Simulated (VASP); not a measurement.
## Sn: single point with PBE

Sn:

```
Sn
1.0
     3.30873    0.00000    0.00000
    -1.65436    2.86544    0.00000
     0.00000    0.00000    5.26385
Sn
2
Direct
  0.33333 0.66667 0.25000
  0.66667 0.33333 0.75000
```

This cell differs from its parent crystal: volume scaled by 0.9.

```
Program             : VASP 6.6.1
Task                : single point
Functional          : PBE
Potentials or basis : VASP PAW PBE potentials, release 64 (Sn_d)
Cutoff              : 520 eV
k mesh              : 13 × 13 × 7
Occupations         : fermi-dirac, width 0.05 eV
Spin                : no spin polarisation
```

| Item | Value |
| --- | --- |
| Pressure | 6.4 GPa |
| Band gap on the k mesh | zero (band 14 reaches 15.20 eV, above the bottom of band 15 at 6.97 eV) |

Levels at points of the mesh, in eV from the Fermi level:
| k point | band 11 | band 12 | band 13 | band 14 | band 15 | band 16 | band 17 | band 18 |
| --- | --- | --- | --- | --- | --- | --- | --- | --- |
| (0.00, 0.00, 0.00) | -11.80 | -6.65 | -5.04 | 5.87 | 5.87 | 7.86 | 7.86 | 9.13 |

Run time: 2.3 min on 1 thread of AMD EPYC 7R13 (shared host), peak memory 0.19 GiB.

Caveat: spin-orbit coupling is left out, which moves the levels of the heavy elements.
